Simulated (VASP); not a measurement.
# RbP2 (Fm-3m) in VASP: notebook

Runs on RbP2. Level: PBE. Tasks: single point.

All numbers are computed with VASP 6.6.1; they aren't measurements. Logs are shortened: lines on timing, memory, paths and dates and some standing lists are left out, and cuts for length are marked.

## Step 1: The cell of the first run

The structure is cubic, space group Fm-3m (No. 225). Conventional cell: a = 7.131 Å, b = 7.131 Å, c = 7.131 Å, α = 90.00°, β = 90.00°, γ = 90.00°. Rb (site symmetry m-3m) has 8 P at 3.09 Å within 4.1 Å. P (site symmetry -43m) has 4 Rb at 3.09 Å and 6 P at 3.57 Å within 4.1 Å.

## Step 2: Single point, PBE

Input file INCAR:

```
PREC     = Accurate       # precision mode
ENCUT    = 520            # plane-wave cutoff, eV
EDIFF    = 1E-7           # SCF threshold, eV
ISMEAR   = 0              # smearing method
SIGMA    = 0.1            # smearing width, eV
LREAL    = F              # projectors in reciprocal space
LASPH    = T              # aspherical terms in the spheres
NELM     = 80             # most SCF steps
ALGO     = Normal         # electronic algorithm
ISIF     = 2              # what is computed and relaxed
LWAVE    = F              # write WAVECAR
LCHARG   = F              # write CHGCAR
GGA      = PE             # functional
NBANDS   = 16             # bands
```

Input file KPOINTS:

```
Automatic mesh
0
Gamma
  4 4 4
```

Input file POSCAR:

```
RbP2
1.0
    0.0000000000      3.5656824930      3.5656824930
    3.5656824930      0.0000000000      3.5656824930
    3.5656824930      3.5656824930      0.0000000000
Rb P
1 2
Direct
    0.0000000000      0.0000000000      0.0000000000
    0.2500000000      0.2500000000      0.2500000000
    0.7500000000      0.7500000000      0.7500000000
```

Potentials or basis: VASP PAW PBE potentials, release 64 (Rb_sv, P).

Started as:

```sh
cat potpaw_PBE.64/Rb_sv/POTCAR potpaw_PBE.64/P/POTCAR > POTCAR
mpirun -np 1 vasp_std > vasp.out
```

OUTCAR:

```text
PREC = Accurate
   ENCUT = 520
   EDIFF = 1E-7
   ISMEAR = 0
   LREAL = F
   LASPH = T
   NELM = 80
   ISIF = 2
   GGA = PE

 ion  position               nearest neighbor table
   1  0.000  0.000  0.000-   3 3.09   3 3.09   3 3.09   2 3.09   2 3.09   2 3.09   3 3.09   2 3.09

   2  0.250  0.250  0.250-   1 3.09   1 3.09   1 3.09   1 3.09
   3  0.750  0.750  0.750-   1 3.09   1 3.09   1 3.09   1 3.09

  LATTYP: Found a face centered cubic cell.
 ALAT       =     7.1313649860

  Lattice vectors:

 A1 = (   0.0000000000,   3.5656824930,   3.5656824930)
 A2 = (   3.5656824930,   0.0000000000,   3.5656824930)
 A3 = (   3.5656824930,   3.5656824930,   0.0000000000)

Analysis of symmetry for initial positions (statically):
=====================================================================
 Subroutine PRICEL returns:
 Original cell was already a primitive cell.

 Routine SETGRP: Setting up the symmetry group for a
 face centered cubic supercell.

 Subroutine GETGRP returns: Found 48 space group operations
 (whereof 48 operations were pure point group operations)
 out of a pool of 48 trial point group operations.

The static configuration has the point symmetry O_h .

Analysis of symmetry for dynamics (positions and initial velocities):
=====================================================================
 Subroutine PRICEL returns:
 Original cell was already a primitive cell.

 Routine SETGRP: Setting up the symmetry group for a
 face centered cubic supercell.

 Subroutine GETGRP returns: Found 48 space group operations
 (whereof 48 operations were pure point group operations)
 out of a pool of 48 trial point group operations.

The dynamic configuration has the point symmetry O_h .

 Subroutine INISYM returns: Found 48 space group operations
 (whereof 48 operations are pure point group operations),
 and found     1 'primitive' translations

----------------------------------------------------------------------------------------

                                     Primitive cell

  volume of cell :      90.6688

  direct lattice vectors                    reciprocal lattice vectors
     0.000000000  3.565682493  3.565682493    -0.140225609  0.140225609  0.140225609
     3.565682493  0.000000000  3.565682493     0.140225609 -0.140225609  0.140225609
     3.565682493  3.565682493  0.000000000     0.140225609  0.140225609 -0.140225609

  length of vectors
     5.042636541  5.042636541  5.042636541     0.242877880  0.242877880  0.242877880

  position of ions in fractional coordinates (direct lattice)
     0.000000000  0.000000000  0.000000000
     0.250000000  0.250000000  0.250000000
     0.750000000  0.750000000  0.750000000

  ion indices of the primitive-cell ions
   primitive index   ion index
                 1           1
                 2           2
                 3           3

----------------------------------------------------------------------------------------

 KPOINTS: Automatic mesh

Automatic generation of k-mesh.
 Grid dimensions read from file:
 generate k-points for:    4    4    4

 Generating k-lattice:

  Cartesian coordinates                     Fractional coordinates (reciprocal lattice)
    -0.035056402  0.035056402  0.035056402     0.250000000  0.000000000  0.000000000
     0.035056402 -0.035056402  0.035056402     0.000000000  0.250000000  0.000000000
     0.035056402  0.035056402 -0.035056402     0.000000000  0.000000000  0.250000000

  Length of vectors
     0.060719470  0.060719470  0.060719470

  Shift w.r.t. Gamma in fractional coordinates (k-lattice)
     0.000000000  0.000000000  0.000000000

 Subroutine IBZKPT returns following result:
 ===========================================

 Found      8 irreducible k-points:

 Following reciprocal coordinates:
            Coordinates               Weight
  0.000000  0.000000  0.000000      1.000000
  0.250000  0.000000  0.000000      8.000000
  0.500000  0.000000  0.000000      4.000000
  0.250000  0.250000  0.000000      6.000000
  0.500000  0.250000  0.000000     24.000000
 -0.250000  0.250000  0.000000     12.000000
  0.500000  0.500000  0.000000      3.000000
 -0.250000  0.500000  0.250000      6.000000
   k-points           NKPTS =      8   k-points in BZ     NKDIM =      8   number of bands    NBANDS=     16
   number of dos      NEDOS =    301   number of ions     NIONS =      3
   total plane-waves  NPLWV =  64000
   dimension x,y,z NGX =    40 NGY =   40 NGZ =   40
   dimension x,y,z NGXF=    80 NGYF=   80 NGZF=   80
   ions per type =               1   2
   NGX,Y,Z   is equivalent  to a cutoff of  13.19, 13.19, 13.19 a.u.
   NGXF,Y,Z  is equivalent  to a cutoff of  26.37, 26.37, 26.37 a.u.
 SYSTEM =  unknown system
   PREC   = accura    normal or accurate (medium, high low for compatibility)
   ISTART =      0    job   : 0-new  1-cont  2-samecut
   ICHARG =      2    charge: 1-file 2-atom 10-const
   ISPIN  =      1    spin polarized calculation?
   LNONCOLLINEAR =      F non collinear calculations
   LSORBIT =      F    spin-orbit coupling
   LASPH  =      T    aspherical Exc in radial PAW
   ENCUT  =  520.0 eV  38.22 Ry    6.18 a.u.   9.38  9.38  9.38*2*pi/ulx,y,z
   NELM   =     80;   NELMIN=  2; NELMDL= -5     # of ELM steps
   EDIFF  = 0.1E-06   stopping-criterion for ELM
   LREAL  =      F    real-space projection
   EDIFFG = 0.1E-05   stopping-criterion for IOM
   NSW    =      0    number of steps for IOM
   IBRION =     -1    ionic relax: 0-MD 1-quasi-New 2-CG
   NFREE  =      0    steps in history (QN), initial steepest desc. (CG)
   ISIF   =      2    stress and relaxation
   ISYM   =      2    0-nonsym 1-usesym 2-fastsym
   POTIM  = 0.5000    time-step for ionic-motion
   TEBEG  =    0.0;   TEEND  =   0.0 temperature during run
   PSTRESS=    0.0 pullay stress
   NELECT =      19.0000    total number of electrons
   NUPDOWN=      -1.0000    fix difference up-down
   EMIN   =  10.00;   EMAX   =-10.00  energy-range for DOS
   EFERMI =   0.00;   METHOD = LEGACY
   ISMEAR =     0;   SIGMA  =   0.10  broadening in eV -4-tet -1-fermi 0-gaus
   EFERMI_NEDOS =   21; number of points for ismear=-14 and -15
   IALGO  =     38    algorithm
   IMIX   =      4    mixing-type and parameters
     AMIX     =   0.40;   BMIX     =  1.00
     AMIX_MAG =   1.60;   BMIX_MAG =  1.00
  volume/ion in A,a.u.               =      30.22       203.95
  Fermi-wavevector in a.u.,A,eV,Ry     =   0.972389  1.837549 12.864857  0.945540
  Thomas-Fermi vector in A             =   2.102684
   LORBIT       =      0    0 simple, 1 ext, 2 COOP (PROOUT), +10 PAW based schemes
   GGA     = PE    functional components
   LHFCALC =     F    Hartree Fock is set to
   AEXX    =    0.0000 exact exchange contribution
   IVDW    =     0    specifies the selected vdW correction
   LEPSILON=     F    determine dielectric tensor
   LRPA    =     F    only Hartree local field effects (RPA)
 non-spin polarized calculation
 Gauss-broadening in eV      SIGMA  =   0.10
  energy-cutoff  :      520.00
  volume of cell :       90.67
 maximum number of plane-waves:      2468
 NGX is ok and might be reduce to    40
   NGX = 19   NGY = 19   NGZ = 19

 number of electron      19.0000001 magnetization

 Free energy of the ion-electron system (eV)
  ---------------------------------------------------
  ext. energy  EPLUGINS =         0.00000000
  ---------------------------------------------------
  free energy    TOTEN  =        -7.76152553 eV

  energy without entropy =       -7.74992348  energy(sigma->0) =       -7.75572451

 E-fermi :   1.3184     XC(G=0):  -8.3535

 val. band max:        1.0943754638   @ k =  -0.2500   0.5000   0.2500
 cond. band min:       1.3492498482   @ k =   0.5000   0.0000   0.0000
 fundamental gap:      0.2548743844
 Fermi energy:         1.3184168217

 k-point     1 :       0.0000    0.0000    0.0000
  band No.  band energies     occupation
      1     -24.1632      2.00000
      2      -8.4545      2.00000
      3      -8.4545      2.00000
      4      -8.4545      2.00000
      5      -8.4459      2.00000
      6      -6.5603      2.00000
      7      -0.3137      2.00000
      8      -0.3137      2.00000
      9      -0.3137      2.00000
     10       2.4199      0.00000
     11       2.4199      0.00000
     12       2.4199      0.00000
     13       6.4930      0.00000
     14       6.4930      0.00000
     15       7.2752      0.00000
     16       8.7195      0.00000

 k-point     2 :       0.2500    0.0000    0.0000
  band No.  band energies     occupation
      1     -24.1576      2.00000
      2      -9.1902      2.00000
      3      -8.4815      2.00000
      4      -8.4815      2.00000
      5      -7.5869      2.00000
      6      -6.7235      2.00000
      7      -0.0204      2.00000
      8      -0.0204      2.00000
      9       0.3532      2.00000
     10       1.6056      0.00005
     11       1.8602      0.00000
     12       1.8602      0.00000
     13       7.4436      0.00000
     14       7.4436      0.00000
     15       7.4837      0.00000
     16       9.0861      0.00000

 k-point     3 :       0.5000    0.0000    0.0000
  band No.  band energies     occupation
      1     -24.1520      2.00000
      2      -9.4206      2.00000
      3      -8.5080      2.00000
      4      -8.5080      2.00000
      5      -7.6433      2.00000
      6      -6.3690      2.00000
      7       0.3692      2.00000
      8       0.3692      2.00000
      9       0.8343      2.00000
     10       0.9205      2.00000
     11       1.3492      0.66280
     12       1.3492      0.66280
     13       7.7629      0.00000
     14       7.7629      0.00000
     15       8.1619      0.00000
     16       9.4753      0.00000

 k-point     4 :       0.2500    0.2500    0.0000
  band No.  band energies     occupation
      1     -24.1558      2.00000
      2      -9.2931      2.00000
      3      -8.5214      2.00000
      4      -8.5214      2.00000
      5      -7.1771      2.00000
      6      -6.9599      2.00000
      7      -0.0899      2.00000
      8      -0.0899      2.00000
      9       0.2630      2.00000
     10       1.0845      1.99906
     11       2.4885      0.00000
     12       2.4885      0.00000
     13       6.7481      0.00000
     14       7.1680      0.00000
     15       7.9837      0.00000
     16       8.7633      0.00000

 k-point     5 :       0.5000    0.2500    0.0000
  band No.  band energies     occupation
      1     -24.1502      2.00000
      2      -9.3786      2.00000
      3      -8.8445      2.00000
      4      -8.5478      2.00000
      5      -7.0579      2.00000
      6      -6.5797      2.00000
      7      -0.5434      2.00000
      8       0.0959      2.00000
      9       0.2739      2.00000
     10       1.8481      0.00000
     11       2.0692      0.00000
     12       2.2246      0.00000
     13       6.6937      0.00000
     14       8.2353      0.00000
     15       8.8778      0.00000
     16       9.3792      0.00000

 k-point     6 :      -0.2500    0.2500    0.0000
  band No.  band energies     occupation
      1     -24.1520      2.00000
      2      -9.2690      2.00000
      3      -8.8978      2.00000
      4      -8.5086      2.00000
      5      -6.9819      2.00000
      6      -6.7852      2.00000
      7      -0.3209      2.00000
      8       0.4002      2.00000
      9       0.7191      2.00000
     10       0.9127      2.00000
     11       1.4039      0.22677
     12       2.5856      0.00000
     13       6.8814      0.00000
     14       8.1350      0.00000
     15       8.1434      0.00000
     16       9.6396      0.00000

 k-point     7 :       0.5000    0.5000    0.0000
  band No.  band energies     occupation
      1     -24.1483      2.00000
      2      -9.5694      2.00000
      3      -8.5869      2.00000
      4      -8.5869      2.00000
      5      -7.2853      2.00000
      6      -6.3310      2.00000
      7      -1.2530      2.00000
      8       0.2353      2.00000
      9       0.2353      2.00000
     10       2.3329      0.00000
     11       2.3329      0.00000
     12       3.0020      0.00000
     13       5.8105      0.00000
     14       8.7809      0.00000
     15       8.8989      0.00000
     16       9.4784      0.00000

 k-point     8 :      -0.2500    0.5000    0.2500
  band No.  band energies     occupation
      1     -24.1483      2.00000
      2      -9.1889      2.00000
      3      -9.1889      2.00000
      4      -8.5912      2.00000
      5      -6.6904      2.00000
      6      -6.6904      2.00000
      7      -0.7702      2.00000
      8      -0.4208      2.00000
      9       1.0944      1.99847
     10       1.0944      1.99847
     11       2.4847      0.00000
     12       2.8020      0.00000
     13       6.9880      0.00000
     14       7.9115      0.00000
     15       8.7251      0.00000
     16       8.7251      0.00000

------------------------ aborting loop because EDIFF is reached ----------------------------------------

  FORCE on cell =-STRESS in cart. coord.  units (eV):
  Direction    XX          YY          ZZ          XY          YZ          ZX
  --------------------------------------------------------------------------------------
  -------------------------------------------------------------------------------------
  Total        0.0287946      0.0287946      0.0287946     -0.0000000      0.0000000     -0.0000000
  in kB        0.5088195      0.5088195      0.5088195     -0.0000000      0.0000000     -0.0000000
  external PRESSURE =       0.5088195 kB  Pullay stress =       0.0000000 kB

 VOLUME and BASIS-vectors are now :
 -----------------------------------------------------------------------------
  energy-cutoff  :      520.00
  volume of cell :       90.67
      direct lattice vectors                 reciprocal lattice vectors
     0.000000000  3.565682493  3.565682493    -0.140225609  0.140225609  0.140225609
     3.565682493  0.000000000  3.565682493     0.140225609 -0.140225609  0.140225609
     3.565682493  3.565682493  0.000000000     0.140225609  0.140225609 -0.140225609

 POSITION                                       TOTAL-FORCE (eV/Angst)
 -----------------------------------------------------------------------------------
      0.00000      0.00000      0.00000        -0.000000     -0.000000      0.000000
      1.78284      1.78284      1.78284        -0.000000     -0.000000     -0.000000
      5.34852      5.34852      5.34852         0.000000      0.000000      0.000000
 -----------------------------------------------------------------------------------
    total drift:                               -0.000000      0.000000      0.000000

  FREE ENERGIE OF THE ION-ELECTRON SYSTEM (eV)
  ---------------------------------------------------
  free  energy   TOTEN  =        -7.7615255298 eV

  energy  without entropy=       -7.7499234815  energy(sigma->0) =       -7.75572451
```

Wall time 27 s (1 thread of Intel Xeon Platinum 8488C (Sapphire Rapids), shared host); peak memory 0.23 GiB.

Results:

| Property | Result |
| --- | --- |
| Free energy | -7.7615 eV |
| Pressure | 0.1 GPa |

Levels at points of the mesh, in eV from the Fermi level:
| k point | band 6 | band 7 | band 8 | band 9 | band 10 | band 11 | band 12 | band 13 |
| --- | --- | --- | --- | --- | --- | --- | --- | --- |
| (0.00, 0.00, 0.00) | -7.88 | -1.63 | -1.63 | -1.63 | 1.10 | 1.10 | 1.10 | 5.17 |
| (0.50, 0.00, 0.00) | -7.69 | -0.95 | -0.95 | -0.48 | -0.40 | 0.03 | 0.03 | 6.44 |
| (0.50, 0.50, 0.00) | -7.65 | -2.57 | -1.08 | -1.08 | 1.01 | 1.01 | 1.68 | 4.49 |

Caveat: the k points lie up to 0.38 Å⁻¹ apart.

## Step 3: Single point, PBE

This run uses another cell than the first one, of 24.64 Å³/atom, 0.815 times its volume.

Input file INCAR:

```
SYSTEM = RbP2
ALGO = Normal
EDIFF = 1E-6
ENCUT = 520
GGA = PE
ISIF = 2
ISMEAR = 0
LASPH = .TRUE.
LCHARG = .TRUE.
LELF = .TRUE.
LREAL = .FALSE.
LVHAR = .TRUE.
LWAVE = .FALSE.
NBANDS = 16
NELM = 60
PREC = Accurate
SIGMA = 0.1
```

Input file KPOINTS:

```
k-points
0
G
  6 6 6
  0 0 0
```

Input file POSCAR:

```
RbP2
1.0
    0.0000000000      3.3309169290      3.3309169290
    3.3309169290      0.0000000000      3.3309169290
    3.3309169290      3.3309169290      0.0000000000
Rb P
1 2
Direct
    0.0000000000      0.0000000000      0.0000000000
    0.2500000000      0.2500000000      0.2500000000
    0.7500000000      0.7500000000      0.7500000000
```

Potentials or basis: VASP PAW PBE potentials, release 64 (Rb_sv, P).

Started as:

```sh
cat potpaw_PBE.64/Rb_sv/POTCAR potpaw_PBE.64/P/POTCAR > POTCAR
mpirun -np 1 vasp_std > vasp.out
```

Wall time 21 s (1 thread of Intel Xeon Platinum 8488C (Sapphire Rapids), shared host); peak memory 0.2 GiB.

It converged, with:

| Item | Value |
| --- | --- |
| Free energy | -7.3667 eV |
| Pressure | 7.4 GPa |

Levels at points of the mesh, in eV from the Fermi level:
```
           k point  band 7  band 8  band 9  band 10  band 11  band 12
(0.00, 0.00, 0.00)   -2.25   -2.25   -2.25     1.42     1.42     1.42
(0.50, 0.00, 0.00)   -1.45   -1.45   -0.44    -0.40     0.15     0.15
(0.50, 0.50, 0.00)   -3.32   -1.14   -1.14     1.20     1.20     2.22
```
